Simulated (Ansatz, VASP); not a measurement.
# Two plane-wave programs on Sb

```
CELL_PARAMETERS angstrom
3.16000 0.00000 0.00000
0.00000 3.16000 0.00000
0.00000 0.00000 3.16000
ATOMIC_POSITIONS crystal
Sb 0.00000 0.00000 0.00000
```

Alike in both runs: task single point; functional PBE; k mesh 8 × 8 × 8; occupations gaussian, width 0.013 eV; no spin polarisation.

```csv
,VASP,Ansatz
version,VASP 6.6.1,Ansatz 0.2.0
potentials or method,"VASP PAW PBE potentials, release 64 (Sb)",Ansatz PAW
plane-wave cutoff (eV),500,420
valence electrons in the cell,5,15
```

```csv
,VASP,Ansatz,Ansatz less VASP
gap on the k mesh at the Fermi level (eV),none,none,-
pressure (GPa),-2.3,-2.3,+0.04
```

A gap of «none» marks a metal or a gap that the smearing closes. VASP's potentials hold 5 valence electrons a cell and Ansatz's 15, so a difference there can come from the potentials and not from the codes.

Neither program's run includes spin-orbit coupling.
